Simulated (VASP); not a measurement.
Set up this calculation in VASP 6.6.1, as the native input.

| Property | Result |
| --- | --- |
| Task | single point |
| Functional | revPBE |
| Potentials or basis | VASP PAW PBE potentials, release 64 (Ni) |
| Cutoff | 520 eV |
| k mesh | 16 × 16 × 9 |
| Occupations | fermi-dirac, width 0.1 eV |
| Spin | no spin polarisation |
| Dipole correction | no |
| Further INCAR settings | ALGO = Normal; EDIFF = 1e-06; NBANDS = 17 |

The structure of Ni lies in POSCAR:

```
Ni
1.0
    2.4998113983      0.0000000000      0.0000000000
   -1.2499056991      2.1649001756      0.0000000000
    0.0000000000      0.0000000000      4.1095711363
Ni
2
Direct
    0.3333333333      0.6666666667      0.2500000000
    0.6666666667      0.3333333333      0.7500000000
```

The input as run:

INCAR

```
SYSTEM = Ni
PREC = Accurate
ENCUT = 520
EDIFF = 1E-6
ISMEAR = -1
SIGMA = 0.1
LREAL = .False.
LASPH = .True.
NELM = 100
ALGO = Normal
ISIF = 2
LWAVE = .False.
LCHARG = .False.
GGA = RE
NBANDS = 17
```

KPOINTS

```
regular mesh
0
Gamma
  16 16 9
  0 0 0
```

Potentials or basis: VASP PAW PBE potentials, release 64 (Ni).

Launch:

```console
$ cat potpaw_PBE.64/Ni/POTCAR > POTCAR
$ mpirun -np 1 vasp_std > vasp.out
```

It gave:

| Property | Result |
| --- | --- |
| Pressure | 0.3 GPa |
| Band gap on the k mesh | zero (band 10 reaches 9.11 eV, above the bottom of band 11 at 8.64 eV) |

Caveat: the PAW data sets were made with another functional, which shifts forces and pressure a little; the run has no spin polarisation, though such a crystal can be magnetic.

It took 32 s on 1 thread of AMD EPYC 9R45 (Zen 5), with other jobs on the host, peak memory 0.13 GiB.
